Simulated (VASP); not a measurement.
# Sb (P6_3/mmc) in VASP: further runs

Aim: see how the results for Sb move with the level of theory and the settings. Levels: PBEsol-based global hybrid with 25 % exact exchange, PBE-based screened hybrid with 40 % exact exchange, HSE06, PBE-based screened hybrid with 50 % exact exchange. Tasks: single point.

Everything below comes from runs of VASP 6.6.1. Logs are shortened: lines on timing, memory, paths and dates and some standing lists are left out, and cuts for length are marked.

## Step 1: The cell of the first run

The structure is hexagonal, space group P6_3/mmc (No. 194). The conventional cell has a = 3.355 Å, b = 3.355 Å, c = 5.470 Å, α = 90.00°, β = 90.00°, γ = 120.00°. Within 4.4 Å of Sb (site symmetry -6m2) lie 12 Sb at 3.35 Å.

This isn't the form of Sb at room conditions, which is rhombohedral.

## Step 2: Single point, PBEsol-based global hybrid with 25 % exact exchange

Input file POSCAR:

```
Sb
1.0
    3.3545324186      0.0000000000      0.0000000000
   -1.6772662093      2.9051102923      0.0000000000
    0.0000000000      0.0000000000      5.4701606500
Sb
2
Direct
    0.6666666667      0.3333333333      0.7500000000
    0.3333333333      0.6666666667      0.2500000000
```

Input file INCAR.step1:

```
SYSTEM = Sb
PREC     = Accurate       ! precision mode
ENCUT    = 400            ! plane-wave cutoff, eV
EDIFF    = 1E-5           ! SCF threshold, eV
ISMEAR   = -1             ! smearing method
SIGMA    = 0.05           ! smearing width, eV
LREAL    = .FALSE.        ! projectors in reciprocal space
LASPH    = .TRUE.         ! aspherical terms in the spheres
NELM     = 120            ! most SCF steps
ALGO     = Normal         ! electronic algorithm
ISIF     = 2              ! what is computed and relaxed
LWAVE    = .TRUE.         ! write WAVECAR
LCHARG   = .FALSE.        ! write CHGCAR
GGA      = PE             ! functional
NBANDS   = 22             ! bands
GGA_COMPAT= .FALSE.
```

Input file INCAR.step2:

```
SYSTEM = Sb
PREC     = Accurate       ! precision mode
ENCUT    = 400            ! plane-wave cutoff, eV
EDIFF    = 1E-6           ! SCF threshold, eV
ISMEAR   = -1             ! smearing method
SIGMA    = 0.05           ! smearing width, eV
LREAL    = .FALSE.        ! projectors in reciprocal space
LASPH    = .TRUE.         ! aspherical terms in the spheres
NELM     = 120            ! most SCF steps
ALGO     = Normal         ! electronic algorithm
ISIF     = 2              ! what is computed and relaxed
LWAVE    = .FALSE.        ! write WAVECAR
LCHARG   = .FALSE.        ! write CHGCAR
GGA      = PS             ! functional
LHFCALC  = .TRUE.         ! exact exchange
AEXX     = 0.25           ! exact-exchange fraction
PRECFOCK = Normal       
ISTART   = 1            
NBANDS   = 22             ! bands
GGA_COMPAT= .FALSE.
```

Input file KPOINTS:

```
regular mesh
0
G
  5 5 3
  0 0 0
```

Potentials or basis: VASP PAW PBE potentials, release 64 (Sb_d_GW).

Launch:

```
cat potpaw_PBE.64/Sb_d_GW/POTCAR > POTCAR
cp INCAR.step1 INCAR
mpirun -np 1 vasp_std > vasp.out
cp INCAR.step2 INCAR
mpirun -np 1 vasp_std > vasp.out
```

OUTCAR:

```text
SYSTEM = Sb
   PREC = Accurate
   ENCUT = 400
   EDIFF = 1E-6
   ISMEAR = -1
   LREAL = .FALSE.
   LASPH = .TRUE.
   NELM = 120
   ISIF = 2
   GGA = PS
   LHFCALC = .TRUE.
   AEXX = 0.25
   PRECFOCK = Normal
   ISTART = 1

 ion  position               nearest neighbor table
   1  0.667  0.333  0.750-   2 3.35   2 3.35   2 3.35   2 3.35   2 3.35   2 3.35
   2  0.333  0.667  0.250-   1 3.35   1 3.35   1 3.35   1 3.35   1 3.35   1 3.35

  LATTYP: Found a hexagonal cell.
 ALAT       =     3.3545324186
 C/A-ratio  =     1.6306775334

  Lattice vectors:

 A1 = (   3.3545324186,   0.0000000000,   0.0000000000)
 A2 = (  -1.6772662093,   2.9051102923,   0.0000000000)
 A3 = (   0.0000000000,   0.0000000000,   5.4701606500)

Analysis of symmetry for initial positions (statically):
=====================================================================
 Subroutine PRICEL returns:
 Original cell was already a primitive cell.

 Routine SETGRP: Setting up the symmetry group for a
 hexagonal supercell.

 Subroutine GETGRP returns: Found 24 space group operations
 (whereof 12 operations were pure point group operations)
 out of a pool of 24 trial point group operations.

The static configuration has the point symmetry D_3d.
 The point group associated with its full space group is D_6h.

Analysis of symmetry for dynamics (positions and initial velocities):
=====================================================================
 Subroutine PRICEL returns:
 Original cell was already a primitive cell.

 Routine SETGRP: Setting up the symmetry group for a
 hexagonal supercell.

 Subroutine GETGRP returns: Found 24 space group operations
 (whereof 12 operations were pure point group operations)
 out of a pool of 24 trial point group operations.

The dynamic configuration has the point symmetry D_3d.
 The point group associated with its full space group is D_6h.

 Subroutine INISYM returns: Found 24 space group operations
 (whereof 12 operations are pure point group operations),
 and found     1 'primitive' translations

----------------------------------------------------------------------------------------

                                     Primitive cell

  volume of cell :      53.3083

  direct lattice vectors                    reciprocal lattice vectors
     3.354532419  0.000000000  0.000000000     0.298104139  0.172110505  0.000000000
    -1.677266209  2.905110292  0.000000000     0.000000000  0.344221010  0.000000000
[... 75 lines left out ...]
   NFREE  =      0    steps in history (QN), initial steepest desc. (CG)
   ISIF   =      2    stress and relaxation
   ISYM   =      3    0-nonsym 1-usesym 2-fastsym
   POTIM  = 0.5000    time-step for ionic-motion
   TEBEG  =    0.0;   TEEND  =   0.0 temperature during run
   PSTRESS=    0.0 pullay stress
   NELECT =      30.0000    total number of electrons
   NUPDOWN=      -1.0000    fix difference up-down
   EMIN   =  10.00;   EMAX   =-10.00  energy-range for DOS
   EFERMI =   0.00;   METHOD = LEGACY
   ISMEAR =    -1;   SIGMA  =   0.05  broadening in eV -4-tet -1-fermi 0-gaus
   EFERMI_NEDOS =   21; number of points for ismear=-14 and -15
   IALGO  =     38    algorithm
   IMIX   =      1    mixing-type and parameters
     AMIX     =   0.40;   BMIX     =  1.00
     AMIX_MAG =   1.60;   BMIX_MAG =  1.00
  volume/ion in A,a.u.               =      26.65       179.87
  Fermi-wavevector in a.u.,A,eV,Ry     =   1.351607  2.554166 24.855678  1.826841
  Thomas-Fermi vector in A             =   2.479015
   LORBIT       =      0    0 simple, 1 ext, 2 COOP (PROOUT), +10 PAW based schemes
   GGA     = PS    functional components
   LHFCALC =     T    Hartree Fock is set to
   PRECFOCK=normal    Normal, Fast or Accurate (Low or Medium for compatibility)
   ENCUT4O =  -1.0   cutoff for four orbital integrals eV
   NKREDX  =     1    reduce k-point grid by
   NKREDY  =     1    reduce k-point grid by
   NKREDZ  =     1    reduce k-point grid by
   AEXX    =    0.2500 exact exchange contribution
   HFSCREEN=    0.0000 screening length (either q_TF or 0.3 A-1)
   HFSCREENC=   0.0000 screening length for correlation (either q_TF or 0.3 A-1)
   ENCUTFOCK=  -1.0 apply spherical cutoff to Coloumb kernel
   IVDW    =     0    specifies the selected vdW correction
   LEPSILON=     F    determine dielectric tensor
   LRPA    =     F    only Hartree local field effects (RPA)
 non-spin polarized calculation
  energy-cutoff  :      400.00
  volume of cell :       53.31
 maximum number of plane-waves:       990
 NGX is ok and might be reduce to    24
  NGX = 18; NGY = 18; NGZ = 28

 number of electron      29.9999980 magnetization

 Free energy of the ion-electron system (eV)
  ---------------------------------------------------
  ext. energy  EPLUGINS =         0.00000000
  ---------------------------------------------------
  free energy    TOTEN  =       -10.94139383 eV

  energy without entropy =      -10.94130375  energy(sigma->0) =      -10.94134879

 E-fermi :   6.2235     XC(G=0):  -8.5374

 val. band max:        5.8557748490   @ k =   0.4000   0.2000   0.0000
 cond. band min:       6.6253716242   @ k =   0.2000  -0.0000   0.3333
 fundamental gap:      0.7695967751
 Fermi energy:         6.2234616511

 k-point     1 :       0.0000    0.0000    0.0000
  band No.  band energies     occupation
      1     -26.0106      2.00000
      2     -26.0106      2.00000
      3     -26.0058      2.00000
      4     -26.0058      2.00000
      5     -25.9667      2.00000
      6     -25.9594      2.00000
[... 239 lines left out ...]
     21      16.0859      0.00000
     22      16.6801      0.00000

------------------------ aborting loop because EDIFF is reached ----------------------------------------

  FORCE on cell =-STRESS in cart. coord.  units (eV):
  Direction    XX          YY          ZZ          XY          YZ          ZX
  --------------------------------------------------------------------------------------
  -------------------------------------------------------------------------------------
  Total       -2.1884544     -2.1884544     -0.2448542      0.0000000      0.0000000      0.0000000
  in kB      -65.7738673    -65.7738673     -7.3590788      0.0000000      0.0000000      0.0000000
  external PRESSURE =     -46.3022712 kB  Pullay stress =       0.0000000 kB

 VOLUME and BASIS-vectors are now :
 -----------------------------------------------------------------------------
  energy-cutoff  :      400.00
  volume of cell :       53.31
      direct lattice vectors                 reciprocal lattice vectors
     3.354532419  0.000000000  0.000000000     0.298104139  0.172110505  0.000000000
    -1.677266209  2.905110292  0.000000000     0.000000000  0.344221010  0.000000000
     0.000000000  0.000000000  5.470160650     0.000000000  0.000000000  0.182809987

 POSITION                                       TOTAL-FORCE (eV/Angst)
 -----------------------------------------------------------------------------------
      1.67727      0.96837      4.10262         0.000000      0.000000      0.000000
     -0.00000      1.93674      1.36754        -0.000000     -0.000000      0.000000
 -----------------------------------------------------------------------------------
    total drift:                                0.000000     -0.000000     -0.000001

  FREE ENERGIE OF THE ION-ELECTRON SYSTEM (eV)
  ---------------------------------------------------
  free  energy   TOTEN  =       -10.9413938277 eV

  energy  without entropy=      -10.9413037519  energy(sigma->0) =      -10.94134879
```

OUTCAR.step1:

```text
SYSTEM = Sb
   PREC = Accurate
   ENCUT = 400
   EDIFF = 1E-5
   ISMEAR = -1
   LREAL = .FALSE.
[... 458 lines left out ...]
      1.67727      0.96837      4.10262        -0.000000      0.000000      0.000000
     -0.00000      1.93674      1.36754         0.000000     -0.000000      0.000000
 -----------------------------------------------------------------------------------
    total drift:                                0.000000     -0.000000      0.000000

  FREE ENERGIE OF THE ION-ELECTRON SYSTEM (eV)
  ---------------------------------------------------
  free  energy   TOTEN  =        -7.7712216902 eV

  energy  without entropy=       -7.7582202000  energy(sigma->0) =       -7.76472095
```

OSZICAR.step1:

```text
N       E                     dE             d eps       ncg     rms          rms(c)
DAV:   1     0.214982633280E+03    0.21498E+03   -0.81615E+03   612   0.109E+04
DAV:   2     0.187643564562E+02   -0.19622E+03   -0.18871E+03   864   0.128E+03
DAV:   3    -0.703532295710E+01   -0.25800E+02   -0.25574E+02   874   0.198E+02
DAV:   4    -0.773906595732E+01   -0.70374E+00   -0.70349E+00   672   0.243E+01
DAV:   5    -0.778417976506E+01   -0.45114E-01   -0.45111E-01   764   0.926E+00    0.401E+00
DAV:   6    -0.777454432458E+01    0.96354E-02   -0.30743E-02   816   0.736E+00    0.243E+00
DAV:   7    -0.777135848452E+01    0.31858E-02   -0.15296E-02   840   0.554E+00    0.746E-02
DAV:   8    -0.777121179509E+01    0.14669E-03   -0.15971E-03   752   0.241E+00    0.495E-02
DAV:   9    -0.777122269355E+01   -0.10898E-04   -0.94507E-06   416   0.114E-01    0.183E-02
DAV:  10    -0.777122169015E+01    0.10034E-05   -0.15003E-05   436   0.212E-01
   1 F= -.77712217E+01 E0= -.77647209E+01  d E =-.130015E-01
```

Wall time 11 min (1 thread of Intel Xeon 6975P-C (Granite Rapids), shared host); peak memory 0.17 GiB.

Results:

- Free energy: -10.9414 eV
- Pressure: -4.6 GPa
- Band gap on the k mesh: zero (bands 15 and 16 overlap by 7.29 eV)

Caveat: the k points lie up to 0.43 Å⁻¹ apart, too coarse for converged energies and pressures of a metal; the PAW data sets were made with another functional, which shifts forces and pressure a little; spin-orbit coupling is left out, which moves the levels of the heavy elements.

[end of part 1 of 2]

The gap in the log of VASP goes by the Fermi energy; the results here count the filled bands.